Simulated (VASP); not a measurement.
MgS: single point with LDA

Crystal: MgS.

```
Mg S
1.0
     0.00000    2.79695    2.79695
     2.79695    0.00000    2.79695
     2.79695    2.79695    0.00000
Mg S
1 1
Direct
  0.00000 0.00000 0.00000
  0.25000 0.25000 0.25000
```

* Program: VASP 6.6.1
* Task: single point
* Functional: LDA
* Potentials or basis: VASP PAW LDA potentials, release 64 (Mg, S)
* Cutoff: 600 eV
* k mesh: 8 × 8 × 8
* Occupations: gaussian, width 0.02 eV
* Spin: no spin polarisation
* Dipole correction: no
* Further INCAR settings: ALGO = Normal; EDIFF = 1e-06; NBANDS = 11

The pressure is -0.3 GPa and the band gap on the k mesh is 3.38 eV.

Levels at points of the mesh, in eV from the valence-band top:
```csv
k point,band 2,band 3,band 4,band 5,band 6,band 7
"(0.00, 0.00, 0.00)",0.00,0.00,0.00,3.38,7.86,7.86
"(0.50, 0.00, 0.00)",-3.34,-0.35,-0.35,5.00,7.51,7.51
"(0.50, 0.50, 0.00)",-2.99,-1.10,-1.10,3.63,5.48,11.24
```

It took 12 s on 1 thread of Intel(R) Xeon(R) Platinum 8259CL CPU @ 2.50GHz (Skylake/Cascade Lake), on a shared host, peak memory 0.15 GiB.

A k mesh can miss the band edges.
